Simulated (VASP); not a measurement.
# Si: single point with LDA

Crystal: Si.

```xyz
8
Lattice="-3.8020 0.0000 0.0000 -1.9010 -3.2926 0.0000 0.0000 0.0000 15.5782" Properties=species:S:1:pos:R:3 pbc="T T T"
Si   -1.9010   -1.0975    8.2578
Si   -1.9010   -1.0975    1.9687
Si   -3.8020   -2.1951   11.4024
Si   -3.8020   -2.1951    5.1133
Si   -1.9010   -1.0975   10.6095
Si   -1.9010   -1.0975    4.3204
Si   -3.8020   -2.1951    1.1759
Si   -3.8020   -2.1951    7.4650
```

```yaml
Program: VASP 6.6.1
Task: single point
Functional: LDA
Potentials_or_basis: VASP PAW LDA potentials, release 64 (Si)
Cutoff: 520 eV
k_mesh: 10 × 10 × 3
Occupations: gaussian, width 0.03 eV
Spin: no spin polarisation
```

```yaml
Pressure: -0.5 GPa
Largest_force: 0.677 eV/Å
Band_gap_on_the_k_mesh: zero (band 16 reaches 3.94 eV, above the bottom of band 17 at 3.52 eV)
```

Forces in eV/Å, atoms in the order of the input:
```
Si   0.000  0.000 -0.176
Si   0.000  0.000 -0.677
Si   0.000  0.000 -0.391
Si   0.000  0.000 -0.005
Si   0.000  0.000  0.677
Si   0.000  0.000  0.176
Si   0.000  0.000  0.391
Si   0.000  0.000  0.005
```

Levels at points of the mesh, in eV from the Fermi level:
```csv
k point,band 12,band 13,band 14,band 15,band 16,band 17,band 18,band 19,band 20,band 21
"(0.00, 0.00, 0.00)",-0.10,-0.10,-0.09,0.23,0.23,0.49,1.50,2.08,2.52,2.52
"(0.50, 0.00, 0.00)",-2.33,-2.18,-1.60,-1.25,-0.31,-0.17,0.77,1.30,1.78,2.28
```

Run time: 62 s on 1 thread of Intel(R) Xeon(R) 6975P-C (Granite Rapids), with other jobs on the host, peak memory 0.27 GiB.
